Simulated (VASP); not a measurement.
Wanted: the native input for a VASP 6.6.1 run.

* Task: single point
* Functional: PBE
* Potentials or basis: VASP PAW PBE potentials, release 64 (Be, Br, F)
* Cutoff: 520 eV
* k mesh: 4 × 4 × 6
* Occupations: gaussian, width 0.1 eV
* Spin: collinear spin
* Starting moments: [0.0, 0.0, 0.0, 0.0, 0.0, 1.0, 1.0] μB
* Dipole correction: no
* Further INCAR settings: ALGO = Normal; EDIFF = 1e-06; NBANDS = 28

The structure of Be4BrF2 lies in POSCAR:

```
Be4BrF2
1.0
    5.6840277456      0.0000000000      0.0000000000
    0.0000000000      5.6840277456      0.0000000000
    0.0000000000      0.0000000000      2.8532309654
Be Br F
4 1 2
Direct
    0.1960164907      0.8039835093      0.0000000000
    0.1960164907      0.1960164907      0.0000000000
    0.8039835093      0.8039835093      0.0000000000
    0.8039835093      0.1960164907      0.0000000000
    0.5000000000      0.5000000000      0.5000000000
    0.5000000000      0.0000000000      0.5000000000
    0.0000000000      0.5000000000      0.5000000000
```

This cell differs from its parent crystal: atoms taken out.

One way to write it, as run:

INCAR

```
SYSTEM = Be4BrF2
ALGO     = Normal         ! electronic algorithm
EDIFF    = 1E-6           ! SCF threshold, eV
ENCUT    = 520            ! plane-wave cutoff, eV
GGA      = PE             ! functional
ISIF     = 2              ! what is computed and relaxed
ISMEAR   = 0              ! smearing method
ISPIN    = 2              ! spin polarisation
LASPH    = .True.         ! aspherical terms in the spheres
LCHARG   = .False.        ! write CHGCAR
LORBIT   = 11             ! projections on sites
LREAL    = .False.        ! projectors in reciprocal space
LWAVE    = .False.        ! write WAVECAR
MAGMOM   = 0 0 0 0 0 1 1  ! initial moments
NBANDS   = 28             ! bands
NELM     = 150            ! most SCF steps
PREC     = Accurate       ! precision mode
SIGMA    = 0.1            ! smearing width, eV
```

KPOINTS

```
k-points
0
Gamma
  4 4 6
  0 0 0
```

Potentials or basis: VASP PAW PBE potentials, release 64 (Be, Br, F).

Command:

```console
$ cat potpaw_PBE.64/Be/POTCAR potpaw_PBE.64/Br/POTCAR potpaw_PBE.64/F/POTCAR > POTCAR
$ mpirun -np 1 vasp_std > vasp.out
```

It gave:

```json
{"Pressure": "0.0 GPa", "Largest force": "0.021 eV/Å", "Net moment": "0.00 μB per cell", "Valence electrons inside the program's atomic spheres": "Be 0.70; Br 4.90; F 6.01"}
```

Caveat: the k points lie up to 0.37 Å⁻¹ apart; the cell differs from its parent crystal (atoms taken out).

Run time: 52 s on 1 thread of Intel(R) Xeon(R) 6975P-C (Granite Rapids), on a shared host, peak memory 0.28 GiB.
